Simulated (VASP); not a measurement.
# Rh (I4/mmm) in VASP: notebook

Runs on Rh. Level: PBE. Tasks: single point.

All numbers are computed with VASP 6.6.1; they aren't measurements. Logs are shortened: lines on timing, memory, paths and dates and some standing lists are left out, and cuts for length are marked.

## (1) The cell of the first run

Symmetry: I4/mmm, No. 139, tetragonal system. Conventional cell: a = 2.708 Å, b = 2.708 Å, c = 3.734 Å, α = 90.00°, β = 90.00°, γ = 90.00°. Rh (site symmetry 4/mmm) has 12 Rh at 2.67 to 2.71 Å within 3.5 Å.

## (2) Single point, PBE (strain -0.0250 x Voigt [1, 0, 0, 0, 0, 0])

The input, INCAR:

```
  ALGO = Fast
  EDIFF = 1E-6
  ENCUT = 520
  GGA = PE
  ISIF = 2
  ISMEAR = 0
  LASPH = T
  LCHARG = F
  LREAL = F
  LWAVE = F
  NBANDS = 14
  NELM = 80
  PREC = Accurate
  SIGMA = 0.15
```

The input, KPOINTS:

```
k-points
0
Gamma
  26 26 26
```

The input, POSCAR:

```
Rh
1.0
    0.0000000000      1.9149654115      1.9149654115
    1.8670912762      0.0000000000      1.9149654115
    1.8670912762      1.9149654115      0.0000000000
Rh
1
Direct
    0.0000000000      0.0000000000      0.0000000000
```

Potentials or basis: VASP PAW PBE potentials, release 64 (Rh_pv).

Started as:

```bash
$ cat potpaw_PBE.64/Rh_pv/POTCAR > POTCAR
$ mpirun -np 1 vasp_std > vasp.out
```

OUTCAR:

```text
EDIFF = 1E-6
   ENCUT = 520
   GGA = PE
   ISIF = 2
   ISMEAR = 0
   LASPH = T
   LREAL = F
   NELM = 80
   PREC = Accurate

 ion  position               nearest neighbor table
   1  0.000  0.000  0.000-

  LATTYP: Found a body centered tetragonal cell.
 ALAT       =     2.7081700564
 C/A-ratio  =     1.3788582233

  Lattice vectors:

 A1 = (  -1.8670912762,   0.0000000000,  -1.9149654115)
 A2 = (  -1.8670912762,   0.0000000000,   1.9149654115)
 A3 = (   1.8670912762,   1.9149654115,   0.0000000000)

Analysis of symmetry for initial positions (statically):
=====================================================================
 Subroutine PRICEL returns:
 Original cell was already a primitive cell.

 Routine SETGRP: Setting up the symmetry group for a
 body centered tetragonal supercell.

 Subroutine GETGRP returns: Found 16 space group operations
 (whereof 16 operations were pure point group operations)
 out of a pool of 16 trial point group operations.

The static configuration has the point symmetry D_4h.

Analysis of symmetry for dynamics (positions and initial velocities):
=====================================================================
 Subroutine PRICEL returns:
 Original cell was already a primitive cell.

 Routine SETGRP: Setting up the symmetry group for a
 body centered tetragonal supercell.

 Subroutine GETGRP returns: Found 16 space group operations
 (whereof 16 operations were pure point group operations)
 out of a pool of 16 trial point group operations.

The dynamic configuration has the point symmetry D_4h.

 Subroutine INISYM returns: Found 16 space group operations
 (whereof 16 operations are pure point group operations),
 and found     1 'primitive' translations

----------------------------------------------------------------------------------------

                                     Primitive cell

  volume of cell :      13.6936

  direct lattice vectors                    reciprocal lattice vectors
     0.000000000  1.914965412  1.914965412    -0.267796227  0.261101322  0.261101322
     1.867091276  0.000000000  1.914965412     0.267796227 -0.261101322  0.261101322
     1.867091276  1.914965412  0.000000000     0.267796227  0.261101322 -0.261101322

  length of vectors
     2.708170056  2.674532176  2.674532176     0.456138816  0.456138816  0.456138816

  position of ions in fractional coordinates (direct lattice)
     0.000000000  0.000000000  0.000000000

  ion indices of the primitive-cell ions
   primitive index   ion index
                 1           1

----------------------------------------------------------------------------------------

 KPOINTS: k-points

Automatic generation of k-mesh.
 Grid dimensions read from file:
 generate k-points for:   26   26   26

 Generating k-lattice:

  Cartesian coordinates                     Fractional coordinates (reciprocal lattice)
    -0.010299855  0.010042359  0.010042359     0.038461538  0.000000000  0.000000000
     0.010299855 -0.010042359  0.010042359     0.000000000  0.038461538  0.000000000
     0.010299855  0.010042359 -0.010042359     0.000000000  0.000000000  0.038461538

  Length of vectors
     0.017543801  0.017543801  0.017543801

  Shift w.r.t. Gamma in fractional coordinates (k-lattice)
     0.000000000  0.000000000  0.000000000

 Subroutine IBZKPT returns following result:
 ===========================================

 Found   1330 irreducible k-points:

 Following reciprocal coordinates:
            Coordinates               Weight
  0.000000  0.000000  0.000000      1.000000
  0.038462  0.000000  0.000000      8.000000
  0.076923  0.000000  0.000000      8.000000
  0.115385  0.000000  0.000000      8.000000
  0.153846  0.000000  0.000000      8.000000
  0.192308 -0.000000 -0.000000      8.000000
[... 16 lines left out ...]
  0.346154  0.038462  0.000000     16.000000
  0.384615  0.038462 -0.000000     16.000000
 [... further k-points ...]
   k-points           NKPTS =   1330   k-points in BZ     NKDIM =   1330   number of bands    NBANDS=     14
   number of dos      NEDOS =    301   number of ions     NIONS =      1
   total plane-waves  NPLWV =   8000
   dimension x,y,z NGX =    20 NGY =   20 NGZ =   20
   dimension x,y,z NGXF=    40 NGYF=   40 NGZF=   40
   ions per type =               1
   NGX,Y,Z   is equivalent  to a cutoff of  12.28, 12.43, 12.43 a.u.
   NGXF,Y,Z  is equivalent  to a cutoff of  24.55, 24.86, 24.86 a.u.
 SYSTEM =  unknown system
   PREC   = accura    normal or accurate (medium, high low for compatibility)
   ISTART =      0    job   : 0-new  1-cont  2-samecut
   ICHARG =      2    charge: 1-file 2-atom 10-const
   ISPIN  =      1    spin polarized calculation?
   LNONCOLLINEAR =      F non collinear calculations
   LSORBIT =      F    spin-orbit coupling
   LASPH  =      T    aspherical Exc in radial PAW
   ENCUT  =  520.0 eV  38.22 Ry    6.18 a.u.   5.04  4.97  4.97*2*pi/ulx,y,z
   NELM   =     80;   NELMIN=  2; NELMDL= -5     # of ELM steps
   EDIFF  = 0.1E-05   stopping-criterion for ELM
   LREAL  =      F    real-space projection
   EDIFFG = 0.1E-04   stopping-criterion for IOM
   NSW    =      0    number of steps for IOM
   IBRION =     -1    ionic relax: 0-MD 1-quasi-New 2-CG
   NFREE  =      0    steps in history (QN), initial steepest desc. (CG)
   ISIF   =      2    stress and relaxation
   ISYM   =      2    0-nonsym 1-usesym 2-fastsym
   POTIM  = 0.5000    time-step for ionic-motion
   TEBEG  =    0.0;   TEEND  =   0.0 temperature during run
   PSTRESS=    0.0 pullay stress
   NELECT =      15.0000    total number of electrons
   NUPDOWN=      -1.0000    fix difference up-down
   EMIN   =  10.00;   EMAX   =-10.00  energy-range for DOS
   EFERMI =   0.00;   METHOD = LEGACY
   ISMEAR =     0;   SIGMA  =   0.15  broadening in eV -4-tet -1-fermi 0-gaus
   EFERMI_NEDOS =   21; number of points for ismear=-14 and -15
   IALGO  =     68    algorithm
   IMIX   =      4    mixing-type and parameters
     AMIX     =   0.40;   BMIX     =  1.00
     AMIX_MAG =   1.60;   BMIX_MAG =  1.00
  volume/ion in A,a.u.               =      13.69        92.41
  Fermi-wavevector in a.u.,A,eV,Ry     =   1.687587  3.189077 38.748700  2.847949
  Thomas-Fermi vector in A             =   2.770046
   LORBIT       =      0    0 simple, 1 ext, 2 COOP (PROOUT), +10 PAW based schemes
   GGA     = PE    functional components
   LHFCALC =     F    Hartree Fock is set to
   AEXX    =    0.0000 exact exchange contribution
   IVDW    =     0    specifies the selected vdW correction
   LEPSILON=     F    determine dielectric tensor
   LRPA    =     F    only Hartree local field effects (RPA)
 non-spin polarized calculation
 RMM-DIIS sequential band-by-band and
 Gauss-broadening in eV      SIGMA  =   0.15
  energy-cutoff  :      520.00
  volume of cell :       13.69
 maximum number of plane-waves:       380
   NGX =  9   NGY =  9   NGZ =  9

 number of electron      15.0000007 magnetization

 Free energy of the ion-electron system (eV)
  ---------------------------------------------------
  ext. energy  EPLUGINS =         0.00000000
  ---------------------------------------------------
  free energy    TOTEN  =        -7.25347369 eV

  energy without entropy =       -7.23875599  energy(sigma->0) =       -7.24611484

 E-fermi :  11.9723     XC(G=0): -14.0575

 val. band max:       11.9694424800   @ k =   0.1538   0.4615   0.0769
 cond. band min:      11.9723094144   @ k =   0.3077   0.1538   0.1538
 fundamental gap:      0.0028669344
 Fermi energy:        11.9722955583

 k-point     1 :       0.0000    0.0000    0.0000
  band No.  band energies     occupation
      1     -34.4132      2.00000
      2     -34.4132      2.00000
      3     -34.3980      2.00000
      4       3.9894      2.00000
      5       8.7954      2.00000
      6       8.7954      2.00000
      7       9.0629      2.00000
      8      10.8130      2.00000
      9      11.1392      2.00000
     10      27.9824      0.00000
     11      32.4988      0.00000
     12      33.1917      0.00000
     13      33.1917      0.00000
     14      33.9982      0.00000

 k-point     2 :       0.0385    0.0000    0.0000
  band No.  band energies     occupation
      1     -34.4220      2.00000
      2     -34.4149      2.00000
      3     -34.4017      2.00000
      4       4.0497      2.00000
      5       8.7853      2.00000
      6       8.8194      2.00000
      7       9.0694      2.00000
      8      10.8012      2.00000
      9      11.1234      2.00000
     10      28.0709      0.00000
     11      32.4977      0.00000
     12      32.9569      0.00000
     13      33.2795      0.00000
     14      33.9579      0.00000

 k-point     3 :       0.0769    0.0000    0.0000
  band No.  band energies     occupation
      1     -34.4530      2.00000
      2     -34.4199      2.00000
      3     -34.4074      2.00000
      4       4.2272      2.00000
      5       8.7400      2.00000
      6       8.8865      2.00000
      7       9.1064      2.00000
      8      10.7718      2.00000
      9      11.0810      2.00000
     10      28.3235      0.00000
     11      32.1912      0.00000
     12      32.5016      0.00000
     13      33.5390      0.00000
     14      34.1149      0.00000
[... 324 lines left out ...]
 k-point    23 :       0.3462    0.0385    0.0000
  band No.  band energies     occupation
      1     -34.9674      2.00000
      2     -34.5027      2.00000
      3     -34.4766      2.00000
      4       6.0401      2.00000
      5       8.9023      2.00000
      6       9.2363      2.00000
      7       9.8218      2.00000
      8      11.7436      1.96890
      9      11.9035      1.48341
     10      24.4874      0.00000
     11      28.7447      0.00000
     12      32.4991      0.00000
     13      34.8524      0.00000
     14      35.8001      0.00000

 k-point    24 :       0.3846    0.0385   -0.0000
  band No.  band energies     occupation
      1     -35.0368      2.00000
      2     -34.5143      2.00000
      3     -34.4850      2.00000
      4       6.0007      2.00000
      5       8.8014      2.00000
      6       9.1413      2.00000
      7      10.5392      2.00000
      8      12.1275      0.14332
      9      12.1974      0.03381
     10      23.2376      0.00000
     11      28.2814      0.00000
     12      32.4990      0.00000
     13      34.2105      0.00000
     14      34.8794      0.00000

 [... further k-points ...]
[... 5 lines left out ...]
  --------------------------------------------------------------------------------------
  -------------------------------------------------------------------------------------
  Total        0.9599603      0.4384443      0.4384443      0.0000000      0.0000000     -0.0000000
  in kB      112.3172473     51.2988430     51.2988430      0.0000000      0.0000000     -0.0000000
  external PRESSURE =      71.6383111 kB  Pullay stress =       0.0000000 kB

 VOLUME and BASIS-vectors are now :
 -----------------------------------------------------------------------------
  energy-cutoff  :      520.00
  volume of cell :       13.69
      direct lattice vectors                 reciprocal lattice vectors
     0.000000000  1.914965412  1.914965412    -0.267796227  0.261101322  0.261101322
     1.867091276  0.000000000  1.914965412     0.267796227 -0.261101322  0.261101322
     1.867091276  1.914965412  0.000000000     0.267796227  0.261101322 -0.261101322

 POSITION                                       TOTAL-FORCE (eV/Angst)
 -----------------------------------------------------------------------------------
      0.00000      0.00000      0.00000         0.000000      0.000000      0.000000
 -----------------------------------------------------------------------------------
    total drift:                               -0.000000      0.000000      0.000000

  FREE ENERGIE OF THE ION-ELECTRON SYSTEM (eV)
  ---------------------------------------------------
  free  energy   TOTEN  =        -7.2534736948 eV

  energy  without entropy=       -7.2387559933  energy(sigma->0) =       -7.24611484
```

Run time: 2.8 min. Hardware: 1 thread of Intel Xeon Platinum 8488C (Sapphire Rapids), shared host; peak memory 0.32 GiB.

Results:

| Item | Value |
| --- | --- |
| Free energy | -7.2535 eV |
| Pressure | 7.2 GPa |
| Band gap on the k mesh | zero (an odd number of electrons rules out a gap without spin polarisation) |

Stress tensor (GPa, compression positive):
```
11.23  0.00  0.00
 0.00  5.13  0.00
 0.00  0.00  5.13
```

Levels at points of the mesh, in eV from the Fermi level:
| k point | band 4 | band 5 | band 6 | band 7 | band 8 | band 9 | band 10 | band 11 |
| --- | --- | --- | --- | --- | --- | --- | --- | --- |
| (0.00, 0.00, 0.00) | -7.98 | -3.18 | -3.18 | -2.91 | -1.16 | -0.83 | 16.01 | 20.53 |
| (0.50, 0.00, 0.00) | -6.15 | -3.31 | -3.02 | 0.51 | 0.65 | 0.74 | 8.69 | 15.49 |
| (0.50, 0.50, 0.00) | -6.34 | -5.96 | 0.55 | 0.87 | 1.11 | 3.10 | 12.10 | 13.37 |
| (0.00, 0.50, 0.50) | -6.35 | -5.99 | 0.54 | 1.01 | 1.01 | 3.64 | 12.81 | 13.05 |

Caveat: the cell differs from its parent crystal (strain -0.0250 x Voigt [1, 0, 0, 0, 0, 0]); the stress differs along the axes, from 5 to 11 GPa.

## (3) Single point, PBE (strain +0.0250 x Voigt [1, 0, 0, 0, 0, 0])

The input, INCAR:

```
ALGO = Fast
EDIFF = 1E-6
ENCUT = 520
GGA = PE
ISIF = 2
ISMEAR = 0
LASPH = T
LCHARG = T
LELF = T
LREAL = F
LVHAR = T
LWAVE = F
NBANDS = 14
NELM = 80
PREC = Accurate
SIGMA = 0.15
```

KPOINTS is that of step 2.

The input, POSCAR:

```
Rh
1.0
    0.0000000000      1.9149654115      1.9149654115
    1.9628395468      0.0000000000      1.9149654115
    1.9628395468      1.9149654115      0.0000000000
Rh
1
Direct
    0.0000000000      0.0000000000      0.0000000000
```

Potentials or basis: VASP PAW PBE potentials, release 64 (Rh_pv).

Started as:

```bash
$ cat potpaw_PBE.64/Rh_pv/POTCAR > POTCAR
$ mpirun -np 1 vasp_std > vasp.out
```

Wall time 3.2 min (1 thread of Intel Xeon Platinum 8488C (Sapphire Rapids), shared host); peak memory 0.33 GiB.

The run converged. Its results:

* Free energy: -7.2557 eV
* Pressure: -5.8 GPa
* Band gap on the k mesh: zero (an odd number of electrons rules out a gap without spin polarisation)

Stress tensor (GPa, compression positive):
```
-9.35  0.00  0.00
 0.00 -3.97  0.00
 0.00  0.00 -3.97
```

Levels at points of the mesh, in eV from the Fermi level:
| k point | band 4 | band 5 | band 6 | band 7 | band 8 | band 9 | band 10 | band 11 |
| --- | --- | --- | --- | --- | --- | --- | --- | --- |
| (0.00, 0.00, 0.00) | -7.62 | -3.03 | -2.77 | -2.77 | -1.08 | -0.77 | 16.03 | 20.67 |
| (0.50, 0.00, 0.00) | -5.74 | -3.05 | -2.80 | 0.47 | 0.59 | 0.79 | 8.19 | 15.50 |
| (0.50, 0.50, 0.00) | -5.89 | -5.54 | 0.49 | 0.81 | 1.03 | 3.39 | 11.93 | 12.80 |
| (0.00, 0.50, 0.50) | -5.88 | -5.53 | 0.52 | 0.90 | 0.90 | 2.88 | 11.26 | 13.36 |

Caveat: the cell differs from its parent crystal (strain +0.0250 x Voigt [1, 0, 0, 0, 0, 0]); the stress differs along the axes, from -9 to -4 GPa.

(Continued in part 2 of 2.)
